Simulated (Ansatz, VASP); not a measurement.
## Two plane-wave programs on TiGe2As2

```
Ti Ge As
1.0
     4.64799    0.00000    0.00000
    -2.32400    4.02528    0.00000
     0.00000    0.00000    7.53532
Ti Ge As
1 2 2
Direct
  0.00000 0.00000 0.00000
  0.00000 0.00000 0.33277
  0.00000 0.00000 0.66723
  0.33333 0.66667 0.50000
  0.66667 0.33333 0.50000
```

Alike in both runs: functional PBE; k mesh 9 × 9 × 6; occupations gaussian, width 0.1 eV; no spin polarisation.

Ansatz relaxed the structure, and its values are those at the end. VASP's run is a single point on that final structure, the one shown.

|  | VASP | Ansatz |
| --- | --- | --- |
| version | VASP 6.6.1 | Ansatz 0.2.0 |
| potentials or method | VASP PAW PBE potentials, release 64 (Ti_sv, Ge_d, As), cutoff 520 eV | scalar-relativistic, plane waves, PAW |
| valence electrons in the cell | 50 | 70 |

```tsv
	VASP	Ansatz	Ansatz less VASP
gap on the k mesh at the Fermi level (eV)	none	none	-
pressure (GPa)	0.1	0.0	-0.07
```

A gap of «none» marks a metal or a gap that the smearing closes. VASP's potentials hold 50 valence electrons a cell and Ansatz's 70, so a difference there can come from the potentials and not from the codes.
